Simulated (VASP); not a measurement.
Set up this calculation in VASP 6.6.1, as the native input.

```yaml
Task: single point
Functional: PBE
Potentials_or_basis: VASP PAW PBE potentials, release 64 (Re_sv_GW, Sb_d_GW, C)
Cutoff: 600 eV
k_mesh: 4 × 4 × 4
Occupations: gaussian, width 0.1 eV
Spin: no spin polarisation
Dipole_correction: no
Second_run: valence_matched
Further_INCAR_settings: ALGO = Normal; EDIFF = 1e-06; NBANDS = 29
```

The structure of ReSbC3 lies in POSCAR:

```
ReSbC3
1.0
    4.0803888020      0.0000000000      0.0000000000
    0.0000000000      4.0803888020      0.0000000000
    0.0000000000      0.0000000000      4.0803888020
Re Sb C
1 1 3
Direct
    0.5000000000      0.5000000000      0.5000000000
    0.0000000000      0.0000000000      0.0000000000
    0.0000000000      0.5000000000      0.5000000000
    0.5000000000      0.0000000000      0.5000000000
    0.5000000000      0.5000000000      0.0000000000
```

One way to write it, as run:

INCAR

```
SYSTEM = ReSbC3
ALGO = Normal
EDIFF = 1E-6
ENCUT = 600
GGA = PE
GGA_COMPAT = .FALSE.
ISIF = 2
ISMEAR = 0
LASPH = .TRUE.
LCHARG = .FALSE.
LREAL = .FALSE.
LWAVE = .FALSE.
NBANDS = 29
NELM = 120
PREC = Accurate
SIGMA = 0.1
```

KPOINTS

```
k-points
0
G
  4 4 4
  0 0 0
```

Potentials or basis: VASP PAW PBE potentials, release 64 (Re_sv_GW, Sb_d_GW, C).

Launch:

```bash
$ cat potpaw_PBE.64/Re_sv_GW/POTCAR potpaw_PBE.64/Sb_d_GW/POTCAR potpaw_PBE.64/C/POTCAR > POTCAR
$ mpirun -np 1 vasp_std > vasp.out
```

Results of the run:

The pressure is -0.4 GPa. The band gap on the k mesh is zero (band 21 reaches 8.46 eV, above the bottom of band 22 at 7.14 eV).

Caveat: the k points lie up to 0.38 Å⁻¹ apart; spin-orbit coupling is left out, which moves the levels of the heavy elements.

Run time: 16 s on 1 thread of Intel(R) Xeon(R) 6975P-C (Granite Rapids), on a shared host, peak memory 0.22 GiB.
